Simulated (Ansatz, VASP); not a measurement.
## One calculation of Ca3Zr2N, two programs

```
CELL_PARAMETERS angstrom
3.67631 0.00000 0.00000
-1.83816 3.18378 0.00000
0.00000 0.00000 9.00899
ATOMIC_POSITIONS crystal
Ca 0.00000 0.00000 0.50000
Ca 0.33333 0.66667 0.17809
Ca 0.66667 0.33333 0.82191
Zr 0.33333 0.66667 0.66106
Zr 0.66667 0.33333 0.33894
N 0.00000 0.00000 0.00000
```

Change from the starting cell: species swapped into the Na3BrCl2 type (P-3m1, No. 164).

Alike in both runs: task single point; functional PBE; k mesh 6 × 6 × 2; occupations gaussian, width 0.1 eV; no spin polarisation.

|  | VASP | Ansatz |
| --- | --- | --- |
| version | VASP 6.6.1 | Ansatz 0.2.0 |
| potentials or method | VASP PAW PBE potentials, release 64 (Ca_sv, Zr_sv, N), cutoff 520 eV | scalar-relativistic, plane waves, PAW |
| valence electrons in the cell | 59 | 59 |

|  | VASP | Ansatz | Ansatz less VASP |
| --- | --- | --- | --- |
| gap on the k mesh at the Fermi level (eV) | none | none | - |
| pressure (GPa) | 23.5 | 22.9 | -0.63 |
| traceless stress, the component that is largest in VASP (GPa) | -2.68 | -2.62 | +0.062 |
| rms of the force components (eV/Å) | 2.093 | 2.072 | -0.0208 |

Atom by atom the forces differ by 0.021 eV/Å (rms over components). A gap of «none» marks a metal or a gap that the smearing closes.
